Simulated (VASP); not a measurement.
Input of a VASP 6.6.1 run:

File INCAR:

```
ALGO     = Normal         # electronic algorithm
EDIFF    = 1E-6           # SCF threshold, eV
ENCUT    = 520            # plane-wave cutoff, eV
GGA      = PE             # functional
ISIF     = 2              # what is computed and relaxed
ISMEAR   = 0              # smearing method
LASPH    = T              # aspherical terms in the spheres
LCHARG   = F              # write CHGCAR
LREAL    = F              # projectors in reciprocal space
LWAVE    = F              # write WAVECAR
NBANDS   = 15             # bands
NELM     = 80             # most SCF steps
PREC     = Accurate       # precision mode
SIGMA    = 0.01           # smearing width, eV
```

KPOINTS

```
k-points
0
Gamma
  8 8 8
```

POSCAR

```
CaO
1.0
    0.0000000000      2.5678110392      2.5678110392
    2.5678110392      0.0000000000      2.5678110392
    2.5678110392      2.5678110392      0.0000000000
Ca O
1 1
Direct
    0.0000000000      0.0000000000      0.0000000000
    0.2500000000      0.2500000000      0.2500000000
```

Potentials or basis: VASP PAW PBE potentials, release 64 (Ca_sv, O).

The run is started by

```bash
$ cat potpaw_PBE.64/Ca_sv/POTCAR potpaw_PBE.64/O/POTCAR > POTCAR
$ mpirun -np 1 vasp_std > vasp.out
```

(1) What does it give for the band gap on the k mesh?

(2) Estimate the pressure.

Results:

(1) 3.48 eV, indirect (least direct gap 4.19 eV).

(2) 6.0 GPa.
